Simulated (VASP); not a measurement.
Sc3SnB, 5 atoms in the cell. It takes space group Pm-3m (No. 221, cubic). Conventional cell: a = 4.446 Å, b = 4.446 Å, c = 4.446 Å, α = 90.00°, β = 90.00°, γ = 90.00°. Sc (site symmetry 4/mmm) has 2 B at 2.22 Å within 2.9 Å. Within 4.1 Å of Sn (site symmetry m-3m) lie 12 Sc at 3.14 Å and 8 B at 3.85 Å. B (site symmetry m-3m) has 6 Sc at 2.22 Å within 2.9 Å. 

```yaml
Program: VASP 6.6.1
Task: single point
Functional: PBEsol
Potentials_or_basis: VASP PAW PBE potentials, release 64 (Sc_sv, Sn_d, B)
Cutoff: 520 eV
k_mesh: 5 × 5 × 5
Occupations: fermi-dirac, width 0.05 eV
Spin: no spin polarisation
Dipole_correction: no
Further_INCAR_settings: ALGO = Normal; EDIFF = 1e-06; NBANDS = 33
```

Potentials or basis: VASP PAW PBE potentials, release 64 (Sc_sv, Sn_d, B).

Command:

```sh
$ cat potpaw_PBE.64/Sc_sv/POTCAR potpaw_PBE.64/Sn_d/POTCAR potpaw_PBE.64/B/POTCAR > POTCAR
$ mpirun -np 1 vasp_std > vasp.out
```

Hardware: 1 thread of Intel(R) Xeon(R) Platinum 8259CL CPU @ 2.50GHz (Skylake/Cascade Lake), with other jobs on the host.

Problem. How long does it take, and how much memory?

Solution. Wall time 28 s on 1 thread of Intel(R) Xeon(R) Platinum 8259CL CPU @ 2.50GHz (Skylake/Cascade Lake) (shared host), peak memory 0.21 GiB. Counts: scf iterations 13, k points 10.
